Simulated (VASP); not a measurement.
# ZnS (P1) in VASP: single point with PBEsol

Aim: the single point of ZnS with PBEsol.

Program: VASP 6.6.1. These are calculated values, not measurements. Logs are shortened: lines on timing, memory, paths and dates and some standing lists are left out, and cuts for length are marked.

### 1 The cell of the first run

The typed cell holds 16 atoms: a = 7.331 Å, b = 7.331 Å, c = 7.647 Å, α = 105.12°, β = 105.12°, γ = 117.12°.

### 2 Single point, PBEsol

Input file INCAR:

```
SYSTEM = ZnS
ALGO = Normal
EDIFF = 1E-7
ENCUT = 520
GGA = PS
ISIF = 2
ISMEAR = -1
LASPH = .TRUE.
LCHARG = .TRUE.
LELF = .TRUE.
LREAL = Auto
LVHAR = .TRUE.
LWAVE = .FALSE.
NBANDS = 86
NELM = 60
PREC = Accurate
SIGMA = 0.0388
```

Input file KPOINTS:

```
Automatic mesh
0
Gamma
  2 2 2
  0.5 0.5 0.5
```

Input file POSCAR:

```
ZnS
1.0
   -1.9118300000     -3.3113866955      6.2547111156
   -1.9118300000     -3.3113866955     -6.2547111156
    7.6473200002      0.0000000000      0.0000000000
Zn S
8 8
Direct
    0.1666864973      0.1587807764      0.8316142253
    0.1619838358      0.1585401916      0.3356983167
    0.6715860810      0.6807371032      0.8475634645
    0.6655032465      0.6661243783      0.3259134758
    0.5748088654      0.0963607093      0.1628141791
    0.5843857522      0.0834737289      0.6728337236
    0.0812363375      0.5612917620      0.1389807797
    0.0893246307      0.5805687415      0.6739711749
    0.3463012530      0.9654072243      0.8315925864
    0.3545352859      0.9648838583      0.3327669174
    0.8549897429      0.4789184974      0.8243359492
    0.8744659522      0.4823375302      0.3385313550
    0.7743974625      0.9162951430      0.1752739318
    0.7728126086      0.8867483263      0.6625732128
    0.2865804920      0.3920780902      0.1725542853
    0.2850630934      0.4021314898      0.6840102441
```

Potentials or basis: VASP PAW PBE potentials, release 64 (Zn, S).

On the command line:

```console
> cat potpaw_PBE.64/Zn/POTCAR potpaw_PBE.64/S/POTCAR > POTCAR
> mpirun -np 1 vasp_std > vasp.out
```

OUTCAR:

```text
SYSTEM = ZnS
   EDIFF = 1E-7
   ENCUT = 520
   GGA = PS
   ISIF = 2
   ISMEAR = -1
   LASPH = .TRUE.
   LREAL = Auto
   NELM = 60
   PREC = Accurate

 ion  position               nearest neighbor table
   1  0.167  0.159  0.832-  16 2.32  14 2.33   9 2.33  15 2.37
   2  0.162  0.159  0.336-  13 2.28  15 2.37  10 2.42  16 2.43
   3  0.672  0.681  0.848-  16 2.30  13 2.32  14 2.34  11 2.41
   4  0.666  0.666  0.326-  15 2.26  14 2.34  13 2.36  12 2.46
   5  0.575  0.096  0.163-   9 2.28  12 2.33  10 2.36  13 2.38
   6  0.584  0.083  0.673-  11 2.34   9 2.35  10 2.36  14 2.41
[... 8 lines left out ...]
  15  0.287  0.392  0.173-   4 2.26   7 2.35   1 2.37   2 2.37
  16  0.285  0.402  0.684-   3 2.30   1 2.32   8 2.34   2 2.43

  LATTYP: Found a face centered orthorhombic cell.
 ALAT       =     7.6473200001
 B/A-ratio  =     1.6357916539
 C/A-ratio  =     1.7320508076

  Lattice vectors:

 A1 = (   5.7354900002,  -3.3113866955,  -6.2547111156)
 A2 = (   3.8236600002,  -6.6227733910,   0.0000000000)
 A3 = (  -1.9118300000,  -3.3113866955,  -6.2547111156)

Analysis of symmetry for initial positions (statically):
=====================================================================
 Subroutine PRICEL returns:
 Original cell was already a primitive cell.

 Routine SETGRP: Setting up the symmetry group for a
 face centered orthorhombic supercell.

 Subroutine GETGRP returns: Found  1 space group operations
 (whereof  1 operations were pure point group operations)
 out of a pool of  8 trial point group operations.

The static configuration has the point symmetry C_1 .

Analysis of symmetry for dynamics (positions and initial velocities):
=====================================================================
 Subroutine PRICEL returns:
 Original cell was already a primitive cell.

 Routine SETGRP: Setting up the symmetry group for a
 face centered orthorhombic supercell.

 Subroutine GETGRP returns: Found  1 space group operations
 (whereof  1 operations were pure point group operations)
 out of a pool of  8 trial point group operations.

The dynamic configuration has the point symmetry C_1 .

 Subroutine INISYM returns: Found  1 space group operations
 (whereof  1 operations are pure point group operations),
 and found     1 'primitive' translations

----------------------------------------------------------------------------------------

                                     Primitive cell

  volume of cell :     316.7790

  direct lattice vectors                    reciprocal lattice vectors
    -1.911830000 -3.311386695  6.254711116     0.000000000 -0.150994144  0.079939743
    -1.911830000 -3.311386695 -6.254711116     0.000000000 -0.150994144 -0.079939743
     7.647320000  0.000000000  0.000000000     0.130764765 -0.075497072  0.000000000

  length of vectors
     7.330879002  7.330879002  7.647320000     0.170849624  0.170849624  0.150994144

  position of ions in fractional coordinates (direct lattice)
     0.166686497  0.158780776  0.831614225
     0.161983836  0.158540192  0.335698317
     0.671586081  0.680737103  0.847563464
     0.665503247  0.666124378  0.325913476
     0.574808865  0.096360709  0.162814179
     0.584385752  0.083473729  0.672833724
[... 8 lines left out ...]
     0.286580492  0.392078090  0.172554285
     0.285063093  0.402131490  0.684010244

  ion indices of the primitive-cell ions
   primitive index   ion index
                 1           1
                 2           2
                 3           3
                 4           4
                 5           5
                 6           6
[... 8 lines left out ...]
                15          15
                16          16

----------------------------------------------------------------------------------------

 KPOINTS: Automatic mesh

Automatic generation of k-mesh.
 Grid dimensions read from file:
 generate k-points for:    2    2    2

 Generating k-lattice:

  Cartesian coordinates                     Fractional coordinates (reciprocal lattice)
     0.000000000 -0.075497072  0.039969872     0.500000000  0.000000000  0.000000000
     0.000000000 -0.075497072 -0.039969872     0.000000000  0.500000000  0.000000000
     0.065382382 -0.037748536  0.000000000     0.000000000  0.000000000  0.500000000

  Length of vectors
     0.085424812  0.085424812  0.075497072

  Shift w.r.t. Gamma in fractional coordinates (k-lattice)
     0.500000000  0.500000000  0.500000000

 Subroutine IBZKPT returns following result:
 ===========================================

 Found      4 irreducible k-points:

 Following reciprocal coordinates:
            Coordinates               Weight
  0.250000  0.250000  0.250000      2.000000
 -0.250000  0.250000  0.250000      2.000000
 -0.250000  0.250000 -0.250000      2.000000
 -0.250000 -0.250000  0.250000      2.000000
   k-points           NKPTS =      4   k-points in BZ     NKDIM =      4   number of bands    NBANDS=     86
   number of dos      NEDOS =    301   number of ions     NIONS =     16
   total plane-waves  NPLWV = 188160
   dimension x,y,z NGX =    56 NGY =   56 NGZ =   60
   dimension x,y,z NGXF=   112 NGYF=  112 NGZF=  120
   ions per type =               8   8
   NGX,Y,Z   is equivalent  to a cutoff of  12.70, 12.70, 13.04 a.u.
   NGXF,Y,Z  is equivalent  to a cutoff of  25.40, 25.40, 26.09 a.u.
 SYSTEM =  ZnS
   PREC   = accura    normal or accurate (medium, high low for compatibility)
   ISTART =      0    job   : 0-new  1-cont  2-samecut
   ICHARG =      2    charge: 1-file 2-atom 10-const
   ISPIN  =      1    spin polarized calculation?
   LNONCOLLINEAR =      F non collinear calculations
   LSORBIT =      F    spin-orbit coupling
   LASPH  =      T    aspherical Exc in radial PAW
   ENCUT  =  520.0 eV  38.22 Ry    6.18 a.u.  13.63 13.63 14.22*2*pi/ulx,y,z
   NELM   =     60;   NELMIN=  2; NELMDL= -5     # of ELM steps
   EDIFF  = 0.1E-06   stopping-criterion for ELM
   LREAL  =      T    real-space projection
   EDIFFG = 0.1E-05   stopping-criterion for IOM
   NSW    =      0    number of steps for IOM
   IBRION =     -1    ionic relax: 0-MD 1-quasi-New 2-CG
   NFREE  =      0    steps in history (QN), initial steepest desc. (CG)
   ISIF   =      2    stress and relaxation
   ISYM   =      2    0-nonsym 1-usesym 2-fastsym
   POTIM  = 0.5000    time-step for ionic-motion
   TEBEG  =    0.0;   TEEND  =   0.0 temperature during run
   PSTRESS=    0.0 pullay stress
   NELECT =     144.0000    total number of electrons
   NUPDOWN=      -1.0000    fix difference up-down
   EMIN   =  10.00;   EMAX   =-10.00  energy-range for DOS
   EFERMI =   0.00;   METHOD = LEGACY
   ISMEAR =    -1;   SIGMA  =   0.04  broadening in eV -4-tet -1-fermi 0-gaus
   EFERMI_NEDOS =   21; number of points for ismear=-14 and -15
   IALGO  =     38    algorithm
   IMIX   =      4    mixing-type and parameters
     AMIX     =   0.40;   BMIX     =  1.00
     AMIX_MAG =   1.60;   BMIX_MAG =  1.00
  volume/ion in A,a.u.               =      19.80       133.61
  Fermi-wavevector in a.u.,A,eV,Ry     =   1.258762  2.378715 21.558173  1.584481
  Thomas-Fermi vector in A             =   2.392355
   LORBIT       =      0    0 simple, 1 ext, 2 COOP (PROOUT), +10 PAW based schemes
   GGA     = PS    functional components
   LHFCALC =     F    Hartree Fock is set to
   AEXX    =    0.0000 exact exchange contribution
   IVDW    =     0    specifies the selected vdW correction
   LEPSILON=     F    determine dielectric tensor
   LRPA    =     F    only Hartree local field effects (RPA)
 non-spin polarized calculation
  energy-cutoff  :      520.00
  volume of cell :      316.78
 maximum number of plane-waves:      8538
 NGX is ok and might be reduce to    54
   NGX = 27   NGY = 27   NGZ = 29

 number of electron     144.0000017 magnetization

 Free energy of the ion-electron system (eV)
  ---------------------------------------------------
  ext. energy  EPLUGINS =         0.00000000
  ---------------------------------------------------
  free energy    TOTEN  =       -60.39515888 eV

  energy without entropy =      -60.39515888  energy(sigma->0) =      -60.39515888

 E-fermi :   2.5968     XC(G=0):  -9.8302

 val. band max:        1.7012313318   @ k =  -0.2500   0.2500  -0.2500
 cond. band min:       5.2930105212   @ k =  -0.2500   0.2500  -0.2500
 fundamental gap:      3.5917791894
 Fermi energy:         2.5967669268

 k-point     1 :       0.2500    0.2500    0.2500
  band No.  band energies     occupation
      1     -10.6951      2.00000
      2     -10.5609      2.00000
      3     -10.5136      2.00000
      4     -10.4605      2.00000
      5     -10.0459      2.00000
      6      -9.9917      2.00000
[... 76 lines left out ...]
     83       7.4249      0.00000
     84       7.6343      0.00000

 k-point     2 :      -0.2500    0.2500    0.2500
  band No.  band energies     occupation
      1     -10.9887      2.00000
      2     -10.4729      2.00000
      3     -10.3506      2.00000
      4     -10.2344      2.00000
      5     -10.0909      2.00000
      6     -10.0594      2.00000
[... 76 lines left out ...]
     83       7.6592      0.00000
     84       7.7578      0.00000

 k-point     3 :      -0.2500    0.2500   -0.2500
  band No.  band energies     occupation
      1     -10.9867      2.00000
      2     -10.4792      2.00000
      3     -10.3502      2.00000
      4     -10.2321      2.00000
      5     -10.0870      2.00000
      6     -10.0647      2.00000
[... 76 lines left out ...]
     83       7.6068      0.00000
     84       7.7800      0.00000

 k-point     4 :      -0.2500   -0.2500    0.2500
  band No.  band energies     occupation
      1     -10.9012      2.00000
      2     -10.4708      2.00000
      3     -10.3259      2.00000
      4     -10.2278      2.00000
      5     -10.2160      2.00000
      6     -10.0026      2.00000
[... 76 lines left out ...]
     83       7.6180      0.00000
     84       7.7369      0.00000
 [bands above 84 left out]

------------------------ aborting loop because EDIFF is reached ----------------------------------------

  FORCE on cell =-STRESS in cart. coord.  units (eV):
  Direction    XX          YY          ZZ          XY          YZ          ZX
  --------------------------------------------------------------------------------------
  -------------------------------------------------------------------------------------
  Total       -4.5750737     -1.8010513     -4.9897596      0.6388806     -0.6672579      0.3586174
  in kB      -23.1394089     -9.1092004    -25.2367711      3.2312747     -3.3747991      1.8137841
  external PRESSURE =     -19.1617934 kB  Pullay stress =       0.0000000 kB

 VOLUME and BASIS-vectors are now :
 -----------------------------------------------------------------------------
  energy-cutoff  :      520.00
  volume of cell :      316.78
      direct lattice vectors                 reciprocal lattice vectors
    -1.911830000 -3.311386695  6.254711116     0.000000000 -0.150994144  0.079939743
    -1.911830000 -3.311386695 -6.254711116     0.000000000 -0.150994144 -0.079939743
     7.647320000  0.000000000  0.000000000     0.130764765 -0.075497072  0.000000000

 POSITION                                       TOTAL-FORCE (eV/Angst)
 -----------------------------------------------------------------------------------
      5.73738     -1.07775      0.04945         0.156451      0.001306     -0.062775
      1.95441     -1.06138      0.02154         0.161017     -0.487544      0.335855
      3.89618     -4.47807     -0.05724        -0.113827     -0.110172      0.226948
     -0.05348     -4.40953     -0.00388         0.012573     -0.479432      0.486044
     -0.03807     -2.22250      2.99256         0.461380     -0.208762      0.157404
      3.86854     -2.21154      3.13306        -0.216983      0.163880      0.244034
[... 8 lines left out ...]
      0.02210     -2.24730     -0.65986        -0.110158      0.602149     -0.239723
      3.91705     -2.27557     -0.73223        -0.398696      0.375845      0.044486
 -----------------------------------------------------------------------------------
    total drift:                                0.004172     -0.003460     -0.003871

  FREE ENERGIE OF THE ION-ELECTRON SYSTEM (eV)
  ---------------------------------------------------
  free  energy   TOTEN  =       -60.3951588832 eV

  energy  without entropy=      -60.3951588831  energy(sigma->0) =      -60.39515888
```

It took 2.8 min on 1 thread of Intel Xeon 6975P-C (Granite Rapids), shared host; peak memory 0.43 GiB.

Results:

* Free energy: -60.3952 eV
* Pressure: -1.9 GPa
* Largest force: 0.769 eV/Å
* Band gap on the k mesh: 3.59 eV

Forces in eV/Å, atoms in the order of the input:
```
Zn   0.156  0.001 -0.063
Zn   0.161 -0.488  0.336
Zn  -0.114 -0.110  0.227
Zn   0.013 -0.479  0.486
Zn   0.461 -0.209  0.157
Zn  -0.217  0.164  0.244
Zn   0.686 -0.345 -0.054
Zn  -0.422  0.227  0.280
S   -0.358 -0.572 -0.138
S   -0.114 -0.027 -0.452
S    0.412  0.428 -0.272
S   -0.411  0.222 -0.534
S    0.062  0.416  0.374
S    0.193 -0.206 -0.396
S   -0.110  0.602 -0.240
S   -0.399  0.376  0.044
```

Stress tensor (GPa, compression positive):
```
-2.31  0.32  0.18
 0.32 -0.91 -0.34
 0.18 -0.34 -2.52
```

Caveat: the atoms stand as in a frame of molecular dynamics; the PAW data sets were made with another functional, which shifts forces and pressure a little; a shifted mesh leaves out Γ, where band edges can lie. A k mesh can miss the band edges.
